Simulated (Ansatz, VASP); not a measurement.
## SnSe: VASP beside Ansatz

```
Sn Se
1.0
     0.00000    2.89911    2.98877
     2.89911    0.00000    2.98877
     2.89911    2.89911    0.00000
Sn Se
1 1
Direct
  0.00000 0.00000 0.00000
  0.50000 0.50000 0.50000
```

Change from the starting cell: strain -0.030 along x and y, +0.000 along z, atoms carried along.

Alike in both runs: task single point; functional PBE; dispersion D3(BJ); k mesh 10 × 10 × 10; occupations gaussian, width 0.05 eV; no spin polarisation.

```csv
,VASP,Ansatz
version,VASP 6.6.1,Ansatz 0.2.0
potentials or method,"VASP PAW PBE potentials, release 64 (Sn_d, Se), cutoff 520 eV","scalar-relativistic, plane waves, PAW"
valence electrons in the cell,20,30
```

|  | VASP | Ansatz | Ansatz less VASP |
| --- | --- | --- | --- |
| gap on the k mesh at the Fermi level (eV) | 0.28 | 0.28 | +0.002 |
| least direct gap on the mesh (eV) | 0.45 | 0.45 | -0.001 |
| pressure (GPa) | 3.9 | 3.8 | -0.02 |
| traceless stress, the component that is largest in VASP (GPa) | -3.35 | -3.34 | +0.011 |

VASP's potentials hold 20 valence electrons a cell and Ansatz's 30, so a difference there can come from the potentials and not from the codes.
